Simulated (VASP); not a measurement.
AlAs, 2 atoms in the cell. Symmetry: F-43m, No. 216, cubic system. The conventional cell has a = 5.362 Å, b = 5.362 Å, c = 5.362 Å, α = 90.00°, β = 90.00°, γ = 90.00°. Within 3.1 Å of Al (site symmetry -43m) lie 4 As at 2.32 Å. Within 3.1 Å of As (site symmetry -43m) lie 4 Al at 2.32 Å. 

* Program: VASP 6.6.1
* Task: single point
* Functional: LDA
* Potentials or basis: VASP PAW LDA potentials, release 64 (Al, As)
* Cutoff: 500 eV
* k mesh: 8 × 8 × 8
* Occupations: gaussian, width 0.01 eV
* Spin: no spin polarisation
* Dipole correction: no
* Further INCAR settings: ALGO = Normal; EDIFF = 1e-06; NBANDS = 11

Potentials or basis: VASP PAW LDA potentials, release 64 (Al, As).

Run with:

```sh
$ cat potpaw_LDA.64/Al/POTCAR potpaw_LDA.64/As/POTCAR > POTCAR
$ mpirun -np 1 vasp_std > vasp.out
```

Hardware: 1 thread of Intel(R) Xeon(R) Platinum 8259CL CPU @ 2.50GHz (Skylake/Cascade Lake), on a shared host.

Task: How long does it take, and how much memory?

Result: Run time: 11 s on 1 thread of Intel(R) Xeon(R) Platinum 8259CL CPU @ 2.50GHz (Skylake/Cascade Lake) (shared host), peak memory 0.14 GiB. Counts: scf iterations 12, k points 29.
